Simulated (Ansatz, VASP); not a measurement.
SnO2: VASP beside Ansatz

Contents of INCAR:

```
SYSTEM = SnO2
PREC     = Accurate       ! precision mode
ENCUT    = 520            ! plane-wave cutoff, eV
EDIFF    = 1E-7           ! SCF threshold, eV
ISMEAR   = 0              ! smearing method
SIGMA    = 0.05           ! smearing width, eV
LREAL    = .FALSE.        ! projectors in reciprocal space
LASPH    = .TRUE.         ! aspherical terms in the spheres
NELM     = 100            ! most SCF steps
ALGO     = Normal         ! electronic algorithm
ISIF     = 2              ! what is computed and relaxed
LWAVE    = .FALSE.        ! write WAVECAR
LCHARG   = .FALSE.        ! write CHGCAR
NBANDS   = 35             ! bands
```

The input KPOINTS:

```
Automatic mesh
0
G
  10 10 10
  0 0 0
```

File POSCAR:

```
SnO2
1.0
   -2.0420890945      2.0420890945      4.8149374566
    2.0420890945     -2.0420890945      4.8149374566
    2.0420890945      2.0420890945     -4.8149374566
Sn O
2 4
Direct
    0.7500000000      0.2500000000      0.5000000000
    0.0000000000      0.0000000000      0.0000000000
    0.7969975836      0.7969975836      0.0000000000
    0.9530024164      0.4530024164      0.5000000000
    0.2030024164      0.2030024164      0.0000000000
    0.5469975836      0.0469975836      0.5000000000
```

Input for Ansatz:

```yaml
crystal:
  lattice:
    - [-2.0420890945, 2.0420890945, 4.8149374566]
    - [2.0420890945, -2.0420890945, 4.8149374566]
    - [2.0420890945, 2.0420890945, -4.8149374566]
  atoms:
    - { symbol: Sn, position: [0.75, 0.25, 0.5] }
    - { symbol: Sn, position: [0.0, 0.0, 0.0] }
    - { symbol: O, position: [0.7969975836, 0.7969975836, 0.0] }
    - { symbol: O, position: [0.9530024164, 0.4530024164, 0.5] }
    - { symbol: O, position: [0.2030024164, 0.2030024164, 0.0] }
    - { symbol: O, position: [0.5469975836, 0.0469975836, 0.5] }
basis:
  ecutwfc: 420
kpoints:
  mp_grid: { grid: [10, 10, 10] }
hamiltonian:
  xc: lda
scf:
  occupations: { method: gaussian, width: 0.05 }
output:
  forces: true
  stress: true
  eigenvalues: true
```

Alike in both runs: task single point; functional LDA; k mesh 10 × 10 × 10; occupations gaussian, width 0.05 eV; no spin polarisation.

|  | VASP | Ansatz |
| --- | --- | --- |
| version | VASP 6.6.1 | Ansatz 0.2.0 |
| potentials or method | VASP PAW LDA potentials, release 64 (Sn_d, O), cutoff 520 eV | scalar-relativistic, plane waves, PAW |
| valence electrons in the cell | 52 | 52 |

|  | VASP | Ansatz | Ansatz less VASP |
| --- | --- | --- | --- |
| gap on the k mesh at the Fermi level (eV) | 2.12 | 2.10 | -0.023 |
| least direct gap on the mesh (eV) | 2.58 | 2.56 | -0.025 |
| pressure (GPa) | 5.4 | 4.4 | -0.97 |
| traceless stress, the component that is largest in VASP (GPa) | 15.68 | 15.01 | -0.669 |
| rms of the force components (eV/Å) | 0.646 | 0.609 | -0.0365 |

LDA's correlation is that of Perdew and Zunger in VASP and of Perdew and Wang (1992) in Ansatz. Atom by atom the forces differ by 0.037 eV/Å (rms over components).
